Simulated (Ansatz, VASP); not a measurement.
# Two plane-wave programs on Ti

The input INCAR:

```
ALGO = Fast ; EDIFF = 1E-7
ENCUT = 520 ; GGA = PE
ISIF = 2 ; ISMEAR = 0
LASPH = T ; LCHARG = T
LELF = T ; LREAL = F
LVHAR = T ; LWAVE = F
NBANDS = 19 ; NELM = 100
PREC = Accurate ; SIGMA = 0.1
```

KPOINTS

```
k-points
0
Gamma
  18 18 12
```

Contents of POSCAR:

```
Ti
1.0
    2.0560175230      2.0560175230      0.0000000000
   -2.0560175230      2.0560175230      0.0000000000
    0.0000000000      0.0000000000      4.1120350459
Ti
2
Direct
    0.0000000000      0.0000000000      0.0000000000
    0.5000000000      0.5000000000      0.5000000000
```

Input for Ansatz:

```yaml
crystal:
  lattice:
    - [2.056017523, 2.056017523, 0.0]
    - [-2.056017523, 2.056017523, 0.0]
    - [0.0, 0.0, 4.1120350459]
  atoms:
    - { symbol: Ti, position: [0.0, 0.0, 0.0] }
    - { symbol: Ti, position: [0.5, 0.5, 0.5] }
basis:
  ecutwfc: 420
kpoints:
  mp_grid: { grid: [18, 18, 12] }
hamiltonian:
  xc: pbe
scf:
  occupations: { method: gaussian, width: 0.1 }
output:
  forces: true
  stress: true
  eigenvalues: true
```

Alike in both runs: task single point; functional PBE; k mesh 18 × 18 × 12; occupations gaussian, width 0.1 eV; no spin polarisation.

|  | VASP | Ansatz |
| --- | --- | --- |
| version | VASP 6.6.1 | Ansatz 0.2.0 |
| potentials or method | VASP PAW PBE potentials, release 64 (Ti_sv), cutoff 520 eV | scalar-relativistic, plane waves, PAW |
| valence electrons in the cell | 24 | 24 |

|  | VASP | Ansatz | Ansatz less VASP |
| --- | --- | --- | --- |
| gap on the k mesh at the Fermi level (eV) | none | none | - |
| pressure (GPa) | -0.4 | 0.0 | +0.40 |

A gap of «none» marks a metal or a gap that the smearing closes. The functional is the same, so the differences come from potentials, cutoffs and numerics.
